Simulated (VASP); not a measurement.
# CaF2 (Fm-3m) in VASP: a series of runs, part 2 of 2

VASP 6.6.1. The steps go on from the part before.

## Step 3: Single point, PBE (14.36 Å³/atom)

This run uses another cell than the first one, of 14.36 Å³/atom.

INCAR

```
PREC = Accurate
ENCUT = 600
EDIFF = 1E-6
ISMEAR = 0
SIGMA = 0.01
LREAL = False
LASPH = True
NELM = 120
ALGO = Normal
ISIF = 2
LWAVE = False
LCHARG = False
GGA = PE
NBANDS = 19
GGA_COMPAT = False
```

KPOINTS

```
regular mesh
0
Gamma
  6 6 6
```

POSCAR

```
CaF2
1.0
    0.0000000000      2.7821980508      2.7821980508
    2.7821980508      0.0000000000      2.7821980508
    2.7821980508      2.7821980508      0.0000000000
Ca F
1 2
Direct
    0.0000000000      0.0000000000      0.0000000000
    0.2500000000      0.2500000000      0.2500000000
    0.7500000000      0.7500000000      0.7500000000
```

Potentials or basis: VASP PAW PBE potentials, release 64 (Ca_sv, F).

The run is started by

```sh
cat potpaw_PBE.64/Ca_sv/POTCAR potpaw_PBE.64/F/POTCAR > POTCAR
mpirun -np 1 vasp_std > vasp.out
```

Wall time 23 s (1 thread of Intel Xeon 8259CL, shared host); peak memory 0.18 GiB.

It converged, with:

* Free energy: -17.3402 eV
* Pressure: -2.0 GPa
* Band gap on the k mesh: 6.96 eV (least direct gap 7.20 eV)

Levels at points of the mesh, in eV from the valence-band top:
| k point | band 10 | band 11 | band 12 | band 13 | band 14 | band 15 |
| --- | --- | --- | --- | --- | --- | --- |
| (0.00, 0.00, 0.00) | -0.25 | -0.25 | -0.25 | 6.96 | 8.95 | 8.95 |
| (0.50, 0.00, 0.00) | -1.17 | -0.80 | -0.80 | 9.13 | 9.13 | 9.39 |
| (0.50, 0.50, 0.00) | -0.33 | -0.33 | 0.00 | 7.96 | 9.20 | 9.78 |

## Step 4: Single point, PBE (14.78 Å³/atom)

This run uses another cell than the first one, of 14.78 Å³/atom.

INCAR

```
SYSTEM = CaF2
PREC = Accurate
ENCUT = 600
EDIFF = 1E-6
ISMEAR = 0
SIGMA = 0.01
LREAL = .FALSE.
LASPH = .TRUE.
NELM = 120
ALGO = Normal
ISIF = 2
LWAVE = .FALSE.
LCHARG = .FALSE.
GGA = PE
NBANDS = 19
GGA_COMPAT = .FALSE.
```

KPOINTS

```
regular mesh
0
G
  6 6 6
  0 0 0
```

POSCAR

```
CaF2
1.0
    0.0000000000      2.8089515963      2.8089515963
    2.8089515963      0.0000000000      2.8089515963
    2.8089515963      2.8089515963      0.0000000000
Ca F
1 2
Direct
    0.0000000000      0.0000000000      0.0000000000
    0.2500000000      0.2500000000      0.2500000000
    0.7500000000      0.7500000000      0.7500000000
```

Potentials or basis: VASP PAW PBE potentials, release 64 (Ca_sv, F).

The run is started by

```sh
cat potpaw_PBE.64/Ca_sv/POTCAR potpaw_PBE.64/F/POTCAR > POTCAR
mpirun -np 1 vasp_std > vasp.out
```

OUTCAR:

```text
SYSTEM = CaF2
   PREC = Accurate
   ENCUT = 600
   EDIFF = 1E-6
   ISMEAR = 0
   LREAL = .FALSE.
   LASPH = .TRUE.
   NELM = 120
   ISIF = 2
   GGA = PE

 ion  position               nearest neighbor table
   1  0.000  0.000  0.000-   3 2.43   3 2.43   3 2.43   2 2.43   3 2.43   2 2.43   2 2.43   2 2.43

   2  0.250  0.250  0.250-   1 2.43   1 2.43   1 2.43   1 2.43
   3  0.750  0.750  0.750-   1 2.43   1 2.43   1 2.43   1 2.43

  LATTYP: Found a face centered cubic cell.
 ALAT       =     5.6179031926

  Lattice vectors:

 A1 = (   0.0000000000,   2.8089515963,   2.8089515963)
 A2 = (   2.8089515963,   0.0000000000,   2.8089515963)
 A3 = (   2.8089515963,   2.8089515963,   0.0000000000)

Analysis of symmetry for initial positions (statically):
=====================================================================
 Subroutine PRICEL returns:
 Original cell was already a primitive cell.

 Routine SETGRP: Setting up the symmetry group for a
 face centered cubic supercell.

 Subroutine GETGRP returns: Found 48 space group operations
 (whereof 48 operations were pure point group operations)
 out of a pool of 48 trial point group operations.
[... 153 lines left out ...]

  energy without entropy =      -17.31996600  energy(sigma->0) =      -17.31996600

 E-fermi :  -1.3510     XC(G=0):  -9.2200

 val. band max:       -1.3984966968   @ k =   0.5000   0.5000   0.0000
 cond. band min:       5.3971614767   @ k =   0.0000   0.0000   0.0000
 fundamental gap:      6.7956581735
 Fermi energy:        -1.3510335621

 k-point     1 :       0.0000    0.0000    0.0000
  band No.  band energies     occupation
      1     -37.8402      2.00000
      2     -21.1338      2.00000
      3     -20.4860      2.00000
      4     -18.7766      2.00000
      5     -18.7766      2.00000
      6     -18.7766      2.00000
[... 329 lines left out ...]
      6     -18.3395      2.00000
[... 11 lines left out ...]
     18      12.2944      0.00000
     19      12.4400      0.00000

------------------------ aborting loop because EDIFF is reached ----------------------------------------

  FORCE on cell =-STRESS in cart. coord.  units (eV):
  Direction    XX          YY          ZZ          XY          YZ          ZX
  --------------------------------------------------------------------------------------
  -------------------------------------------------------------------------------------
  Total       -1.0670873     -1.0670873     -1.0670873      0.0000000      0.0000000     -0.0000000
  in kB      -38.5698354    -38.5698354    -38.5698354      0.0000000      0.0000000     -0.0000000
  external PRESSURE =     -38.5698354 kB  Pullay stress =       0.0000000 kB

 VOLUME and BASIS-vectors are now :
 -----------------------------------------------------------------------------
  energy-cutoff  :      600.00
  volume of cell :       44.33
      direct lattice vectors                 reciprocal lattice vectors
     0.000000000  2.808951596  2.808951596    -0.178002355  0.178002355  0.178002355
     2.808951596  0.000000000  2.808951596     0.178002355 -0.178002355  0.178002355
     2.808951596  2.808951596  0.000000000     0.178002355  0.178002355 -0.178002355

 POSITION                                       TOTAL-FORCE (eV/Angst)
 -----------------------------------------------------------------------------------
      0.00000      0.00000      0.00000         0.000000      0.000000      0.000000
      1.40448      1.40448      1.40448        -0.000000     -0.000000     -0.000000
      4.21343      4.21343      4.21343         0.000000      0.000000      0.000000
 -----------------------------------------------------------------------------------
    total drift:                                0.000000     -0.000000      0.000000

  FREE ENERGIE OF THE ION-ELECTRON SYSTEM (eV)
  ---------------------------------------------------
  free  energy   TOTEN  =       -17.3199660018 eV

  energy  without entropy=      -17.3199660018  energy(sigma->0) =      -17.31996600
```

It took 19 s on 1 thread of Intel Xeon 8259CL, shared host; peak memory 0.18 GiB.

Results:

```
Free energy            : -17.3200 eV
Pressure               : -3.9 GPa
Band gap on the k mesh : 6.80 eV (least direct gap 7.04 eV)
```

Caveat: the cell stands under tension. A k mesh can miss the band edges.

## Step 5: Single point, r2SCAN (12.61 Å³/atom)

This run uses another cell than the first one, of 12.61 Å³/atom.

POSCAR

```
CaF2
1.0
    0.0000000000      2.6640754973      2.6640754973
    2.6640754973      0.0000000000      2.6640754973
    2.6640754973      2.6640754973      0.0000000000
Ca F
1 2
Direct
    0.0000000000      0.0000000000      0.0000000000
    0.2500000000      0.2500000000      0.2500000000
    0.7500000000      0.7500000000      0.7500000000
```

INCAR.step1

```
SYSTEM = CaF2
PREC = Accurate ; ENCUT = 660
ISMEAR = 0 ; SIGMA = 0.01
LREAL = .False. ; LASPH = .True.
NELM = 120 ; NBANDS = 19
GGA = PE ; ALGO = Normal
EDIFF = 1E-5 ; LWAVE = .True.
LCHARG = .False. ; GGA_COMPAT = .False.
```

INCAR.step2

```
SYSTEM = CaF2
PREC = Accurate ; ENCUT = 660
EDIFF = 1E-6 ; ISMEAR = 0
SIGMA = 0.01 ; LREAL = .False.
LASPH = .True. ; NELM = 120
ALGO = Normal ; ISIF = 2
LWAVE = .False. ; LCHARG = .True.
METAGGA = R2SCAN ; LMIXTAU = .True.
LELF = .True. ; LVHAR = .True.
NBANDS = 19 ; ISTART = 1
GGA_COMPAT = .False.
```

KPOINTS

```
regular mesh
0
Gamma
  6 6 6
  0 0 0
```

The run is started by

```sh
cat potpaw_PBE.64/Ca_sv/POTCAR potpaw_PBE.64/F/POTCAR > POTCAR
cp INCAR.step1 INCAR
mpirun -np 1 vasp_std > vasp.out
cp INCAR.step2 INCAR
mpirun -np 1 vasp_std > vasp.out
```

Wall time 87 s (1 thread of Intel Xeon 8259CL, shared host); peak memory 0.19 GiB.

It converged, with:

```yaml
Free_energy: -25.8978 eV
Pressure: 7.0 GPa
Band_gap_on_the_k_mesh: 8.40 eV (least direct gap 8.67 eV)
```

Levels at points of the mesh, in eV from the valence-band top:
| k point | band 10 | band 11 | band 12 | band 13 | band 14 | band 15 |
| --- | --- | --- | --- | --- | --- | --- |
| (0.00, 0.00, 0.00) | -0.27 | -0.27 | -0.27 | 8.40 | 10.30 | 10.30 |
| (0.50, 0.00, 0.00) | -1.33 | -0.88 | -0.88 | 10.53 | 10.53 | 11.16 |
| (0.50, 0.50, 0.00) | -0.40 | -0.40 | 0.00 | 8.96 | 10.89 | 11.34 |

Caveat: the cell stands under pressure; the PAW data sets were made with another functional, which shifts forces and pressure a little.

## Step 6: The runs side by side

```csv
level,cell,cutoff (eV),gap on the mesh (eV),pressure (GPa)
PBE,"a = 3.857 Å, angles 60.0°, 3 atoms",600,7.31,2.8
PBE,"a = 3.935 Å, angles 60.0°, 3 atoms",600,6.96,-2.0
PBE,"a = 3.972 Å, angles 60.0°, 3 atoms",600,6.80,-3.9
r2SCAN,"a = 3.768 Å, angles 60.0°, 3 atoms",660,8.40,7.0
```

Alike in all rows: task single point; potentials or basis VASP PAW PBE potentials, release 64 (Ca_sv, F); no spin polarisation; k mesh 6 × 6 × 6; smearing gaussian 0.01 eV.

Caveats: the cell stands under tension (at least some runs); the cell stands under pressure (at least some runs); the PAW data sets were made with another functional, which shifts forces and pressure a little (at least some runs).

Absolute energies hang on the potentials; compare differences alone.
